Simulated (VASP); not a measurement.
Crystal: PbSe.

```
Pb Se
1.0
     4.31143    0.00000    0.00000
    -2.15571    3.73381    0.00000
     0.00000    0.00000    7.04056
Pb Se
2 2
Direct
  0.33333 0.66667 0.00000
  0.66667 0.33333 0.50000
  0.33333 0.66667 0.37500
  0.66667 0.33333 0.87500
```

| Quantity | Value |
| --- | --- |
| Program | VASP 6.6.1 |
| Task | relaxation of cell and atoms |
| Functional | PBE |
| Potentials or basis | VASP PAW PBE potentials, release 64 (Pb_d, Se) |
| Cutoff | 600 eV |
| k mesh | 6 × 6 × 4 |
| Occupations | fermi-dirac, width 0.02 eV |
| Spin | no spin polarisation |

At the start: pressure 23.5 GPa; volume 28.33 Å³/atom.

Task: How do energy, volume and symmetry change on relaxing?

Result: Over 56 steps the energy falls by 715.6 meV/atom and the volume is 36.84 Å³/atom (+30.0 %); space group P6_3mc (No. 186, to 0.05 Å).

Step by step:
| step | energy change (eV) | largest force (eV/Å) | pressure (GPa) | volume (Å³) |
| --- | --- | --- | --- | --- |
| 1 | 0.0000 | 0.0812 | 23.48 | 113.34 |
| 3 | -2.6316 | 0.0341 | 0.19 | 161.16 |
| 5 | -2.6341 | 0.0484 | -0.05 | 162.47 |
| 7 | -2.6465 | 0.2094 | 0.01 | 162.14 |
| 9 | -2.6476 | 0.2879 | 0.06 | 161.95 |
| 11 | -2.6507 | 0.2951 | 0.04 | 161.98 |
| 13 | -2.6643 | 0.3355 | -0.06 | 162.04 |
| 15 | -2.6768 | 0.6077 | -0.33 | 161.21 |
| 17 | -2.6900 | 0.4913 | -0.33 | 161.60 |
| 19 | -2.7300 | 0.4023 | -0.81 | 160.52 |
| 21 | -2.7239 | 0.4292 | -0.80 | 160.27 |
| 23 | -2.8152 | 0.1700 | -0.64 | 155.17 |
| 25 | -2.8500 | 0.0103 | 0.07 | 148.71 |
| 27 | -2.8585 | 0.0415 | 0.29 | 147.04 |
| 29 | -2.8603 | 0.0289 | 0.00 | 147.94 |
| 31 | -2.8609 | 0.0181 | -0.06 | 148.11 |
| 33 | -2.8611 | 0.0147 | 0.01 | 147.72 |
| 35 | -2.8613 | 0.0164 | 0.05 | 147.53 |
| 37 | -2.8616 | 0.0173 | 0.05 | 147.42 |
| 39 | -2.8620 | 0.0092 | -0.07 | 147.73 |
| 41 | -2.8624 | 0.0045 | 0.00 | 147.29 |
| 43 | -2.8624 | 0.0056 | 0.00 | 147.36 |
| 45 | -2.8625 | 0.0050 | 0.01 | 147.30 |
| 47 | -2.8625 | 0.0067 | 0.02 | 147.25 |
| 49 | -2.8625 | 0.0055 | 0.01 | 147.27 |
| 51 | -2.8625 | 0.0055 | 0.01 | 147.29 |
| 53 | -2.8625 | 0.0067 | -0.02 | 147.35 |
| 55 | -2.8625 | 0.0053 | 0.00 | 147.33 |
| 56 | -2.8625 | 0.0048 | -0.01 | 147.37 |

Final structure:
```xyz
4
Lattice="5.2097 0.0000 0.0000 -2.6049 4.5117 0.0000 0.0000 0.0000 6.2698" Properties=species:S:1:pos:R:3 pbc="T T T"
Pb    0.0000    3.0078    5.9129
Pb    2.6049    1.5039    2.7780
Se    0.0000    3.0078    2.7081
Se    2.6049    1.5039    5.8430
```

Caveat: the volume moved by over 15 % at a fixed basis, so the end points are rough.
